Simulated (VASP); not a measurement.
# Ti (P6/mmm) in VASP: notebook

Runs on Ti. Level: LDA. Tasks: relaxation of cell and atoms.

Everything below comes from runs of VASP 6.6.1. Logs are shortened: lines on timing, memory, paths and dates and some standing lists are left out, and cuts for length are marked.

### 1 The cell of the first run

Symmetry: P6/mmm, No. 191, hexagonal system. Conventional cell: a = 4.600 Å, b = 4.600 Å, c = 2.820 Å, α = 90.00°, β = 90.00°, γ = 120.00°. Ti (site symmetry 6/mmm) has 14 Ti at 2.82 to 3.01 Å within 3.7 Å. Within 3.5 Å of Ti (site symmetry -6m2) lie 11 Ti at 2.66 to 3.01 Å.

This isn't the form of Ti at room conditions, which is hcp.

### 2 Relaxation of cell and atoms, LDA

INCAR reads:

```
SYSTEM = Ti
PREC = Accurate ; ENCUT = 600
EDIFF = 1E-7 ; ISMEAR = 0
SIGMA = 0.05 ; LREAL = .FALSE.
LASPH = .TRUE. ; NELM = 80
ALGO = Normal ; ISIF = 3
LWAVE = .FALSE. ; LCHARG = .FALSE.
GGA = CA ; IBRION = 2
NSW = 60 ; EDIFFG = -0.01
```

KPOINTS reads:

```
Automatic mesh
0
G
  7 7 9
  0 0 0
```

POSCAR reads:

```
Ti
1.0
    4.6000000000      0.0000000000      0.0000000000
   -2.3000000000      3.9837168600      0.0000000000
    0.0000000000      0.0000000000      2.8200000000
Ti
3
Direct
    0.0000000000      0.0000000000      0.0000000000
    0.3333333333      0.6666666667      0.5000000000
    0.6666666667      0.3333333333      0.5000000000
```

Potentials or basis: VASP PAW LDA potentials, release 64 (Ti_sv).

Run with:

```console
> cat potpaw_LDA.64/Ti_sv/POTCAR > POTCAR
> mpirun -np 1 vasp_std > vasp.out
```

OUTCAR:

```text
SYSTEM = Ti
   PREC = Accurate
   ENCUT = 600
   EDIFF = 1E-7
   ISMEAR = 0
   LREAL = .FALSE.
   LASPH = .TRUE.
   NELM = 80
   ISIF = 3
   GGA = CA
   IBRION = 2
   NSW = 60
   EDIFFG = -0.01

 ion  position               nearest neighbor table
   1  0.000  0.000  0.000-
   2  0.333  0.667  0.500-   3 2.66   3 2.66   3 2.66
   3  0.667  0.333  0.500-   2 2.66   2 2.66   2 2.66

  LATTYP: Found a hexagonal cell.
 ALAT       =     4.6000000000
 C/A-ratio  =     0.6130434783

  Lattice vectors:

 A1 = (   4.6000000000,   0.0000000000,   0.0000000000)
 A2 = (  -2.3000000000,   3.9837168600,   0.0000000000)
 A3 = (   0.0000000000,   0.0000000000,   2.8200000000)

Analysis of symmetry for initial positions (statically):
=====================================================================
 Subroutine PRICEL returns:
 Original cell was already a primitive cell.

 Routine SETGRP: Setting up the symmetry group for a
 hexagonal supercell.

 Subroutine GETGRP returns: Found 24 space group operations
 (whereof 24 operations were pure point group operations)
 out of a pool of 24 trial point group operations.

The static configuration has the point symmetry D_6h.

Analysis of symmetry for dynamics (positions and initial velocities):
=====================================================================
 Subroutine PRICEL returns:
 Original cell was already a primitive cell.

 Routine SETGRP: Setting up the symmetry group for a
 hexagonal supercell.

 Subroutine GETGRP returns: Found 24 space group operations
 (whereof 24 operations were pure point group operations)
 out of a pool of 24 trial point group operations.

The dynamic configuration has the point symmetry D_6h.

 Subroutine INISYM returns: Found 24 space group operations
 (whereof 24 operations are pure point group operations),
 and found     1 'primitive' translations

----------------------------------------------------------------------------------------

                                     Primitive cell

  volume of cell :      51.6768

  direct lattice vectors                    reciprocal lattice vectors
     4.600000000  0.000000000  0.000000000     0.217391304  0.125510928  0.000000000
    -2.300000000  3.983716860  0.000000000     0.000000000  0.251021856  0.000000000
[... 93 lines left out ...]
   ISIF   =      3    stress and relaxation
   ISYM   =      2    0-nonsym 1-usesym 2-fastsym
   POTIM  = 0.5000    time-step for ionic-motion
   TEBEG  =    0.0;   TEEND  =   0.0 temperature during run
   PSTRESS=    0.0 pullay stress
   NELECT =      36.0000    total number of electrons
   NUPDOWN=      -1.0000    fix difference up-down
   EMIN   =  10.00;   EMAX   =-10.00  energy-range for DOS
   EFERMI =   0.00;   METHOD = LEGACY
   ISMEAR =     0;   SIGMA  =   0.05  broadening in eV -4-tet -1-fermi 0-gaus
   EFERMI_NEDOS =   21; number of points for ismear=-14 and -15
   IALGO  =     38    algorithm
   IMIX   =      4    mixing-type and parameters
     AMIX     =   0.40;   BMIX     =  1.00
     AMIX_MAG =   1.60;   BMIX_MAG =  1.00
  volume/ion in A,a.u.               =      17.23       116.24
  Fermi-wavevector in a.u.,A,eV,Ry     =   1.451255  2.742475 28.655807  2.106142
  Thomas-Fermi vector in A             =   2.568774
   LORBIT       =      0    0 simple, 1 ext, 2 COOP (PROOUT), +10 PAW based schemes
   GGA     = CA    functional components
   LHFCALC =     F    Hartree Fock is set to
   AEXX    =    0.0000 exact exchange contribution
   IVDW    =     0    specifies the selected vdW correction
   LEPSILON=     F    determine dielectric tensor
   LRPA    =     F    only Hartree local field effects (RPA)
 conjugate gradient relaxation of ions
 non-spin polarized calculation
 Gauss-broadening in eV      SIGMA  =   0.05
  energy-cutoff  :      600.00
  volume of cell :       51.68
 maximum number of plane-waves:      1757
 NGX is ok and might be reduce to    40
   NGX = 19   NGY = 19   NGZ = 11

--------------------------------------- Ionic step        1  -------------------------------------------

 number of electron      35.9999997 magnetization

 Free energy of the ion-electron system (eV)
  ---------------------------------------------------
  ext. energy  EPLUGINS =         0.00000000
  ---------------------------------------------------
  free energy    TOTEN  =       -25.59246268 eV

  energy without entropy =      -25.58936017  energy(sigma->0) =      -25.59091142

------------------------ aborting loop because EDIFF is reached ----------------------------------------

  FORCE on cell =-STRESS in cart. coord.  units (eV):
  Direction    XX          YY          ZZ          XY          YZ          ZX
  --------------------------------------------------------------------------------------
  -------------------------------------------------------------------------------------
  Total       -3.1640280     -3.1640280     -2.5618271      0.0000000     -0.0000000     -0.0000000
  in kB      -98.0969473    -98.0969474    -79.4264227      0.0000000     -0.0000000     -0.0000000
  external PRESSURE =     -91.8734391 kB  Pullay stress =       0.0000000 kB
[... 246 lines left out ...]
--------------------------------------- Ionic step        8  -------------------------------------------

 number of electron      36.0000002 magnetization

 Free energy of the ion-electron system (eV)
  ---------------------------------------------------
  ext. energy  EPLUGINS =         0.00000000
  ---------------------------------------------------
  free energy    TOTEN  =       -25.72342727 eV

  energy without entropy =      -25.71991596  energy(sigma->0) =      -25.72167161

 E-fermi :   9.0007     XC(G=0): -12.2350

 val. band max:        8.9955741042   @ k =   0.4286   0.1429   0.2222
 cond. band min:       9.0183799696   @ k =   0.2857  -0.0000   0.1111
 fundamental gap:      0.0228058654
 Fermi energy:         9.0007027586

 k-point     1 :       0.0000    0.0000    0.0000
  band No.  band energies     occupation
      1     -47.0644      2.00000
      2     -46.7972      2.00000
      3     -46.5765      2.00000
      4     -23.7972      2.00000
      5     -23.7972      2.00000
      6     -23.7390      2.00000
[... 589 lines left out ...]
     21       9.8143      0.00000
     22      10.0434      0.00000

 [... further k-points ...]

------------------------ aborting loop because EDIFF is reached ----------------------------------------

  FORCE on cell =-STRESS in cart. coord.  units (eV):
  Direction    XX          YY          ZZ          XY          YZ          ZX
  --------------------------------------------------------------------------------------
  -------------------------------------------------------------------------------------
  Total       -0.0008899     -0.0008899     -0.0029750      0.0000000      0.0000000      0.0000000
  in kB       -0.0300206     -0.0300206     -0.1003606      0.0000000      0.0000000      0.0000000
  external PRESSURE =      -0.0534673 kB  Pullay stress =       0.0000000 kB
[... 18 lines left out ...]
  FREE ENERGIE OF THE ION-ELECTRON SYSTEM (eV)
  ---------------------------------------------------
  free  energy   TOTEN  =       -25.7234272731 eV

  energy  without entropy=      -25.7199159562  energy(sigma->0) =      -25.72167161

 reached required accuracy - stopping structural energy minimisation
```

OSZICAR:

```text
N       E                     dE             d eps       ncg     rms          rms(c)
DAV:   1     0.441758102388E+03    0.44176E+03   -0.20734E+04  1760   0.221E+03
DAV:   2     0.222856931296E+02   -0.41947E+03   -0.41537E+03  1778   0.593E+02
DAV:   3    -0.245201932303E+02   -0.46806E+02   -0.46017E+02  3398   0.166E+02
[... 92 lines left out ...]
DAV:   5    -0.257234187888E+02   -0.61623E-05   -0.33159E-05  2482   0.529E-02    0.642E-03
DAV:   6    -0.257234232021E+02   -0.44133E-05   -0.70010E-06  2720   0.174E-02    0.679E-03
DAV:   7    -0.257234268315E+02   -0.36294E-05   -0.61799E-06  2688   0.153E-02    0.184E-03
DAV:   8    -0.257234271328E+02   -0.30126E-06   -0.87789E-07  2488   0.602E-03    0.174E-03
DAV:   9    -0.257234272661E+02   -0.13335E-06   -0.22661E-07  1372   0.388E-03    0.194E-04
DAV:  10    -0.257234272731E+02   -0.69376E-08   -0.46844E-08   946   0.172E-03
   8 F= -.25723427E+02 E0= -.25721672E+02  d E =-.301331E-04
```

CONTCAR:

```text
Ti
   1.00000000000000
     4.4505136070799036    0.0000000000000000   -0.0000000000000000
    -2.2252568035399518    3.8542578459592143    0.0000000000000000
     0.0000000000000000   -0.0000000000000000    2.7687373290636237
  Ti
     3
Direct
     0.0000000000000000    0.0000000000000000    0.0000000000000000
     0.3333333332999970    0.6666666667000030    0.5000000000000000
     0.6666666667000030    0.3333333332999970    0.5000000000000000

  0.00000000E+00  0.00000000E+00  0.00000000E+00
  0.00000000E+00  0.00000000E+00  0.00000000E+00
  0.00000000E+00  0.00000000E+00  0.00000000E+00
```

Wall time 3.1 min (1 thread of Intel Xeon 6975P-C (Granite Rapids), shared host); peak memory 0.19 GiB.

Results:

* Free energy: -25.7234 eV
* Relaxed volume: 15.83 Å³/atom
* Relaxed cell: a = 4.451 Å, b = 4.451 Å, c = 2.769 Å, α = 90.00°, β = 90.00°, γ = 120.00°
* Space group after relaxing (to 0.1 Å): P6/mmm (No. 191)
* Energy gained by relaxing: 43.7 meV/atom
* Ionic steps: 8
* Pressure after relaxing: 0.0 GPa
* Band gap on the k mesh: zero (bands 18 and 19 overlap by 0.34 eV)

The path:
| step | energy change (eV) | largest force (eV/Å) | pressure (GPa) | volume (Å³) |
| --- | --- | --- | --- | --- |
| 1 | 0.0000 | 0.0000 | -9.19 | 51.68 |
| 2 | -0.0547 | 0.0000 | 8.89 | 44.63 |
| 3 | -0.1295 | 0.0000 | 0.00 | 47.51 |
| 4 | -0.1295 | 0.0000 | 0.22 | 47.43 |
| 5 | -0.1309 | 0.0000 | 0.17 | 47.43 |
| 6 | -0.1309 | 0.0000 | 0.16 | 47.43 |
| 7 | -0.1309 | 0.0000 | -0.11 | 47.54 |
| 8 | -0.1310 | 0.0000 | -0.01 | 47.49 |

Final structure:
```yaml
crystal:
  lattice:
    - [4.45051, 0.00000, 0.00000]
    - [-2.22526, 3.85426, 0.00000]
    - [0.00000, 0.00000, 2.76874]
  atoms:
    - { symbol: Ti, position: [0.00000, 0.00000, 0.00000] }
    - { symbol: Ti, position: [0.33333, 0.66667, 0.50000] }
    - { symbol: Ti, position: [0.66667, 0.33333, 0.50000] }
```

Levels at points of the mesh, in eV from the Fermi level:
| k point | band 15 | band 16 | band 17 | band 18 | band 19 | band 20 | band 21 | band 22 |
| --- | --- | --- | --- | --- | --- | --- | --- | --- |
| (0.00, 0.00, 0.00) | -0.71 | -0.71 | -0.59 | -0.59 | -0.01 | 0.71 | 1.35 | 1.35 |

### 3 Relaxation of cell and atoms, LDA, target pressure 10 GPa, at which the enthalpy is minimised

Edit INCAR of step 2 so:

```diff
@@ -4,3 +4,3 @@
 SIGMA = 0.05 ; LREAL = .FALSE.
-LASPH = .TRUE. ; NELM = 80
+LASPH = .TRUE. ; NELM = 100
 ALGO = Normal ; ISIF = 3
@@ -9 +9,2 @@
 NSW = 60 ; EDIFFG = -0.01
+PSTRESS = 100.0
```

KPOINTS reads:

```
regular mesh
0
G
  7 7 9
  0 0 0
```

POSCAR is that of step 2.

Potentials or basis: VASP PAW LDA potentials, release 64 (Ti_sv).

Run with:

```console
> cat potpaw_LDA.64/Ti_sv/POTCAR > POTCAR
> mpirun -np 1 vasp_std > vasp.out
```

Wall time 3.6 min (1 thread of Intel Xeon 6975P-C (Granite Rapids), shared host); peak memory 0.2 GiB.

Results (log left out):

| Quantity | Value |
| --- | --- |
| Free energy | -25.6291 eV |
| Relaxed volume | 14.77 Å³/atom |
| Relaxed cell | a = 4.345 Å, b = 4.345 Å, c = 2.711 Å, α = 90.00°, β = 90.00°, γ = 120.00° |
| Space group after relaxing (to 0.1 Å) | P6/mmm (No. 191) |
| Energy change on relaxing (the run minimises the enthalpy) | -12.2 meV/atom |
| Ionic steps | 9 |
| Pressure after relaxing | 10.0 GPa |
| Band gap on the k mesh | zero (bands 18 and 19 overlap by 0.41 eV) |

Step by step:
```csv
step,energy change (eV),largest force (eV/Å),pressure (GPa),volume (Å³)
1,0.0000,0.0000,-9.19,51.68
2,0.9847,0.0000,43.20,37.73
3,-0.0460,0.0000,9.34,44.51
4,-0.0354,0.0000,9.97,44.34
5,-0.0266,0.0000,10.48,44.20
6,-0.0287,0.0000,10.46,44.19
7,-0.0286,0.0000,10.46,44.18
8,-0.0445,0.0000,9.54,44.44
9,-0.0367,0.0000,10.00,44.31
```

Final structure:
```cif
data_structure
_symmetry_space_group_name_H-M 'P 1'
_symmetry_Int_Tables_number 1
_cell_length_a 4.3446
_cell_length_b 4.3446
_cell_length_c 2.7107
_cell_angle_alpha 90.000
_cell_angle_beta 90.000
_cell_angle_gamma 120.000
_cell_volume 44.31
loop_
_atom_site_label
_atom_site_type_symbol
_atom_site_fract_x
_atom_site_fract_y
_atom_site_fract_z
_atom_site_occupancy
Ti1 Ti 0.00000 0.00000 0.00000 1
Ti2 Ti 0.33333 0.66667 0.50000 1
Ti3 Ti 0.66667 0.33333 0.50000 1
```

Levels at points of the mesh, in eV from the Fermi level:
```
           k point  band 14  band 15  band 16  band 17  band 18  band 19  band 20  band 21  band 22
(0.00, 0.00, 0.00)    -2.43    -0.72    -0.72    -0.60    -0.60     0.01     0.76     1.42     1.42
```

Caveat: the cell is relaxed towards a set pressure, so the run minimises the enthalpy, not the energy.

The gap in the log of VASP goes by the Fermi energy; the results here count the filled bands.